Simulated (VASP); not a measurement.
# MoP in VASP: relaxation of the atoms with PBE

Aim: the relaxation of the atoms of MoP with PBE.

Everything below comes from runs of VASP 6.6.1. Logs are shortened: lines on timing, memory, paths and dates and some standing lists are left out, and cuts for length are marked.

## Step 1: The cell of the first run

The cell holds a slab with vacuum, 8 atoms: a = 3.241 Å, b = 3.241 Å, c = 26.183 Å, α = 90.00°, β = 90.00°, γ = 120.00°.

## Step 2: Relaxation of the atoms, PBE

INCAR reads:

```
PREC = Accurate
ENCUT = 520
EDIFF = 1E-7
ISMEAR = 0
SIGMA = 0.1
LREAL = False
LASPH = True
NELM = 60
ALGO = Normal
ISIF = 2
LWAVE = False
LCHARG = False
LDIPOL = True
IDIPOL = 3
DIPOL = 0.5 0.5 0.500
GGA = PE
IBRION = 2
NSW = 80
EDIFFG = -0.02
KPAR = 2
```

KPOINTS reads:

```
Automatic mesh
0
Gamma
  12 12 1
```

POSCAR reads:

```
MoP
1.0
    3.2410431069      0.0000000000      0.0000000000
   -1.6205215534      2.8068256653      0.0000000000
    0.0000000000      0.0000000000     26.1832933161
P Mo
4 4
Direct
    0.3333333333      0.6666666667      0.2864421946
    0.3333333333      0.6666666667      0.4084752263
    0.3333333333      0.6666666667      0.5305082579
    0.3333333333      0.6666666667      0.6525412896
    0.0000000000      0.0000000000      0.3474587104
    0.0000000000      0.0000000000      0.4694917421
    0.0000000000      0.0000000000      0.5915247737
    0.0000000000      0.0000000000      0.7135578054
```

Potentials or basis: VASP PAW PBE potentials, release 64 (P, Mo_sv).

Launch:

```bash
cat potpaw_PBE.64/P/POTCAR potpaw_PBE.64/Mo_sv/POTCAR > POTCAR
mpirun -np 2 vasp_std > vasp.out
```

OUTCAR:

```text
PREC = Accurate
   ENCUT = 520
   EDIFF = 1E-7
   ISMEAR = 0
   LREAL = False
   LASPH = True
   NELM = 60
   ISIF = 2
   GGA = PE
   IBRION = 2
   NSW = 80
   EDIFFG = -0.02

 ion  position               nearest neighbor table
   1  0.333  0.667  0.286-   5 2.46   5 2.46   5 2.46
   2  0.333  0.667  0.408-   6 2.46   6 2.46   6 2.46   5 2.46   5 2.46   5 2.46
   3  0.333  0.667  0.531-   7 2.46   6 2.46   7 2.46   6 2.46   7 2.46   6 2.46
   4  0.333  0.667  0.653-   8 2.46   8 2.46   8 2.46   7 2.46   7 2.46   7 2.46
   5  0.000  0.000  0.347-   1 2.46   1 2.46   1 2.46   2 2.46   2 2.46   2 2.46   6 3.20
   6  0.000  0.000  0.469-   2 2.46   3 2.46   2 2.46   3 2.46   2 2.46   3 2.46   7 3.20   5 3.20

   7  0.000  0.000  0.592-   3 2.46   3 2.46   3 2.46   4 2.46   4 2.46   4 2.46   6 3.20   8 3.20

   8  0.000  0.000  0.714-   4 2.46   4 2.46   4 2.46   7 3.20

  LATTYP: Found a hexagonal cell.
 ALAT       =     3.2410431069
 C/A-ratio  =     8.0786624715

  Lattice vectors:

 A1 = (   3.2410431069,   0.0000000000,   0.0000000000)
 A2 = (  -1.6205215534,   2.8068256653,   0.0000000000)
 A3 = (   0.0000000000,   0.0000000000,  26.1832933161)

Analysis of symmetry for initial positions (statically):
=====================================================================
 Subroutine PRICEL returns:
 Original cell was already a primitive cell.

 Routine SETGRP: Setting up the symmetry group for a
 hexagonal supercell.

 Subroutine GETGRP returns: Found  6 space group operations
 (whereof  6 operations were pure point group operations)
 out of a pool of 24 trial point group operations.

The static configuration has the point symmetry C_3v.

Analysis of symmetry for dynamics (positions and initial velocities):
=====================================================================
 Subroutine PRICEL returns:
 Original cell was already a primitive cell.

 Routine SETGRP: Setting up the symmetry group for a
 hexagonal supercell.

 Subroutine GETGRP returns: Found  6 space group operations
 (whereof  6 operations were pure point group operations)
 out of a pool of 24 trial point group operations.

The dynamic configuration has the point symmetry C_3v.

 Subroutine INISYM returns: Found  6 space group operations
 (whereof  6 operations are pure point group operations),
 and found     1 'primitive' translations

----------------------------------------------------------------------------------------

                                     Primitive cell

  volume of cell :     238.1905

  direct lattice vectors                    reciprocal lattice vectors
     3.241043107  0.000000000  0.000000000     0.308542641  0.178137177  0.000000000
    -1.620521553  2.806825665  0.000000000     0.000000000  0.356274354  0.000000000
     0.000000000  0.000000000 26.183293316     0.000000000  0.000000000  0.038192293

  length of vectors
     3.241043107  3.241043107 26.183293316     0.356274354  0.356274354  0.038192293

  position of ions in fractional coordinates (direct lattice)
     0.333333333  0.666666667  0.286442195
     0.333333333  0.666666667  0.408475226
     0.333333333  0.666666667  0.530508258
     0.333333333  0.666666667  0.652541290
     0.000000000  0.000000000  0.347458710
     0.000000000  0.000000000  0.469491742
     0.000000000  0.000000000  0.591524774
     0.000000000  0.000000000  0.713557805

  ion indices of the primitive-cell ions
   primitive index   ion index
                 1           1
                 2           2
                 3           3
                 4           4
                 5           5
                 6           6
                 7           7
                 8           8

----------------------------------------------------------------------------------------

 KPOINTS: Automatic mesh

Automatic generation of k-mesh.
 Grid dimensions read from file:
 generate k-points for:   12   12    1

 Generating k-lattice:

  Cartesian coordinates                     Fractional coordinates (reciprocal lattice)
     0.025711887  0.014844765  0.000000000     0.083333333  0.000000000  0.000000000
     0.000000000  0.029689529  0.000000000     0.000000000  0.083333333  0.000000000
     0.000000000  0.000000000  0.038192293     0.000000000  0.000000000  1.000000000

  Length of vectors
     0.029689529  0.029689529  0.038192293

  Shift w.r.t. Gamma in fractional coordinates (k-lattice)
     0.000000000  0.000000000  0.000000000

 Subroutine IBZKPT returns following result:
 ===========================================

 Found     19 irreducible k-points:

 Following reciprocal coordinates:
            Coordinates               Weight
  0.000000  0.000000  0.000000      1.000000
  0.083333 -0.000000  0.000000      6.000000
  0.166667 -0.000000  0.000000      6.000000
  0.250000 -0.000000  0.000000      6.000000
  0.333333  0.000000  0.000000      6.000000
  0.416667  0.000000  0.000000      6.000000
[... 11 lines left out ...]
  0.333333  0.250000  0.000000     12.000000
  0.333333  0.333333  0.000000      2.000000
   k-points           NKPTS =     19   k-points in BZ     NKDIM =     19   number of bands    NBANDS=     45
   number of dos      NEDOS =    301   number of ions     NIONS =      8
   total plane-waves  NPLWV = 112896
   dimension x,y,z NGX =    24 NGY =   24 NGZ =  196
   dimension x,y,z NGXF=    48 NGYF=   48 NGZF=  392
   ions per type =               4   4
   NGX,Y,Z   is equivalent  to a cutoff of  12.31, 12.31, 12.44 a.u.
   NGXF,Y,Z  is equivalent  to a cutoff of  24.62, 24.62, 24.89 a.u.
 SYSTEM =  unknown system
   PREC   = accura    normal or accurate (medium, high low for compatibility)
   ISTART =      0    job   : 0-new  1-cont  2-samecut
   ICHARG =      2    charge: 1-file 2-atom 10-const
   ISPIN  =      1    spin polarized calculation?
   LNONCOLLINEAR =      F non collinear calculations
   LSORBIT =      F    spin-orbit coupling
   LASPH  =      T    aspherical Exc in radial PAW
   ENCUT  =  520.0 eV  38.22 Ry    6.18 a.u.   6.03  6.03 48.68*2*pi/ulx,y,z
   NELM   =     60;   NELMIN=  2; NELMDL= -5     # of ELM steps
   EDIFF  = 0.1E-06   stopping-criterion for ELM
   LREAL  =      F    real-space projection
   EDIFFG = -.2E-01   stopping-criterion for IOM
   NSW    =     80    number of steps for IOM
   IBRION =      2    ionic relax: 0-MD 1-quasi-New 2-CG
   NFREE  =      1    steps in history (QN), initial steepest desc. (CG)
   ISIF   =      2    stress and relaxation
   ISYM   =      2    0-nonsym 1-usesym 2-fastsym
   POTIM  = 0.5000    time-step for ionic-motion
   TEBEG  =    0.0;   TEEND  =   0.0 temperature during run
   PSTRESS=    0.0 pullay stress
   NELECT =      76.0000    total number of electrons
   NUPDOWN=      -1.0000    fix difference up-down
   EMIN   =  10.00;   EMAX   =-10.00  energy-range for DOS
   EFERMI =   0.00;   METHOD = LEGACY
   ISMEAR =     0;   SIGMA  =   0.10  broadening in eV -4-tet -1-fermi 0-gaus
   EFERMI_NEDOS =   21; number of points for ismear=-14 and -15
   IALGO  =     38    algorithm
   IMIX   =      4    mixing-type and parameters
     AMIX     =   0.40;   BMIX     =  1.00
     AMIX_MAG =   1.60;   BMIX_MAG =  1.00
  volume/ion in A,a.u.               =      29.77       200.92
  Fermi-wavevector in a.u.,A,eV,Ry     =   1.118677  2.113992 17.026836  1.251437
  Thomas-Fermi vector in A             =   2.255310
   LORBIT       =      0    0 simple, 1 ext, 2 COOP (PROOUT), +10 PAW based schemes
   GGA     = PE    functional components
   LHFCALC =     F    Hartree Fock is set to
   AEXX    =    0.0000 exact exchange contribution
   IVDW    =     0    specifies the selected vdW correction
   LEPSILON=     F    determine dielectric tensor
   LRPA    =     F    only Hartree local field effects (RPA)
 conjugate gradient relaxation of ions
 non-spin polarized calculation
 Gauss-broadening in eV      SIGMA  =   0.10
  energy-cutoff  :      520.00
  volume of cell :      238.19
 maximum number of plane-waves:      6474
   NGX = 13   NGY = 13   NGZ = 97

--------------------------------------- Ionic step        1  -------------------------------------------

 number of electron      75.9999999 magnetization

 Free energy of the ion-electron system (eV)
  ---------------------------------------------------
  ext. energy  EPLUGINS =         0.00000000
  ---------------------------------------------------
  free energy    TOTEN  =       -67.35370691 eV

  energy without entropy =      -67.32153122  energy(sigma->0) =      -67.33761906

------------------------ aborting loop because EDIFF is reached ----------------------------------------

  FORCE on cell =-STRESS in cart. coord.  units (eV):
  Direction    XX          YY          ZZ          XY          YZ          ZX
  --------------------------------------------------------------------------------------
  -------------------------------------------------------------------------------------
  Total       -4.7172722     -4.7172722     -2.2195710     -0.0000000      0.0000000      0.0000000
  in kB      -31.7305062    -31.7305062    -14.9298382     -0.0000000      0.0000000      0.0000000
  external PRESSURE =     -26.1302835 kB  Pullay stress =       0.0000000 kB
[... 23 lines left out ...]
  FREE ENERGIE OF THE ION-ELECTRON SYSTEM (eV)
  ---------------------------------------------------
  free  energy   TOTEN  =       -67.3537069121 eV

  energy  without entropy=      -67.3215312156  energy(sigma->0) =      -67.33761906

 dipolmoment           0.000000      0.000000      0.022279 electrons x Angstroem

--------------------------------------- Ionic step        2  -------------------------------------------

 number of electron      75.9999999 magnetization

------------------------ aborting loop because EDIFF is reached ----------------------------------------
[... 247 lines left out ...]
--------------------------------------- Ionic step        8  -------------------------------------------

 number of electron      75.9999999 magnetization

 dipolmoment           0.000000      0.000000     -0.074465 electrons x Angstroem

 Free energy of the ion-electron system (eV)
  ---------------------------------------------------
  ext. energy  EPLUGINS =         0.00000000
  ---------------------------------------------------
  free energy    TOTEN  =       -67.57077649 eV

  energy without entropy =      -67.54912718  energy(sigma->0) =      -67.55995184

 E-fermi :   3.1517     XC(G=0):  -6.9206

 val. band max:        3.1378356112   @ k =   0.3333   0.0000   0.0000
 cond. band min:       3.1970875349   @ k =   0.3333   0.1667   0.0000
 fundamental gap:      0.0592519237
 Fermi energy:         3.1517292643

 k-point     1 :       0.0000    0.0000    0.0000
  band No.  band energies     occupation
      1     -58.0333      2.00000
      2     -58.0034      2.00000
      3     -57.7387      2.00000
      4     -57.7301      2.00000
      5     -32.3915      2.00000
      6     -32.2614      2.00000
[... 901 lines left out ...]
     44       4.8343      0.00000
     45       5.6389      0.00000

------------------------ aborting loop because EDIFF is reached ----------------------------------------

 vacuum level on the upper side and lower side of the slab       (xc-potential included)        -0.852         0.625

  FORCE on cell =-STRESS in cart. coord.  units (eV):
  Direction    XX          YY          ZZ          XY          YZ          ZX
  --------------------------------------------------------------------------------------
  -------------------------------------------------------------------------------------
  Total       -3.7179043     -3.7179043      0.0057657     -0.0000000      0.0000000      0.0000000
  in kB      -25.0083057    -25.0083057      0.0387824     -0.0000000      0.0000000      0.0000000
  external PRESSURE =     -16.6592763 kB  Pullay stress =       0.0000000 kB
[... 23 lines left out ...]
  FREE ENERGIE OF THE ION-ELECTRON SYSTEM (eV)
  ---------------------------------------------------
  free  energy   TOTEN  =       -67.5707764943 eV

  energy  without entropy=      -67.5491271826  energy(sigma->0) =      -67.55995184

 reached required accuracy - stopping structural energy minimisation

 vacuum level on the upper side and lower side of the slab         7.133         8.644
```

It took 7.4 min on 2 MPI ranks of Intel Xeon 6975P-C (Granite Rapids), shared host; peak memory 0.43 GiB.

Results:

```
Free energy                  : -67.5708 eV
Energy gained by relaxing    : 27.1 meV/atom
Ionic steps                  : 8
Largest force after relaxing : 0.014 eV/Å
Band gap on the k mesh       : zero (bands 38 and 39 overlap by 0.86 eV)
```

Forces in eV/Å, atoms in the order of the input:
```
P    0.000  0.000 -0.014
P    0.000  0.000  0.014
P    0.000  0.000  0.000
P    0.000  0.000 -0.001
Mo   0.000  0.000  0.003
Mo   0.000  0.000 -0.003
Mo   0.000  0.000 -0.002
Mo   0.000  0.000  0.003
```

Step by step:
```tsv
step	energy change (eV)	largest force (eV/Å)	pressure (GPa)
1	0.0000	2.1147	-2.61
2	-0.2096	0.3085	-1.63
3	-0.2100	0.2969	-1.69
4	-0.2152	0.1099	-1.65
5	-0.2156	0.1821	-1.63
6	-0.2169	0.0427	-1.65
7	-0.2169	0.0492	-1.65
8	-0.2171	0.0142	-1.67
```

Final structure:
```yaml
crystal:
  lattice:
    - [3.24104, 0.00000, 0.00000]
    - [-1.62052, 2.80683, 0.00000]
    - [0.00000, 0.00000, 26.18329]
  atoms:
    - { symbol: P, position: [0.33333, 0.66667, 0.28595] }
    - { symbol: P, position: [0.33333, 0.66667, 0.40905] }
    - { symbol: P, position: [0.33333, 0.66667, 0.53138] }
    - { symbol: P, position: [0.33333, 0.66667, 0.65586] }
    - { symbol: Mo, position: [0.00000, 0.00000, 0.34673] }
    - { symbol: Mo, position: [0.00000, 0.00000, 0.46970] }
    - { symbol: Mo, position: [0.00000, 0.00000, 0.59183] }
    - { symbol: Mo, position: [0.00000, 0.00000, 0.70949] }
```

Levels at points of the mesh, in eV from the Fermi level:
| k point | band 35 | band 36 | band 37 | band 38 | band 39 | band 40 | band 41 | band 42 |
| --- | --- | --- | --- | --- | --- | --- | --- | --- |
| (0.00, 0.00, 0.00) | -0.95 | -0.95 | -0.68 | -0.52 | -0.27 | -0.27 | -0.08 | 0.50 |
| (0.50, 0.00, 0.00) | -0.96 | -0.23 | 0.12 | 0.49 | 1.15 | 1.28 | 1.42 | 1.74 |

The gap in the log of VASP goes by the Fermi energy; the results here count the filled bands.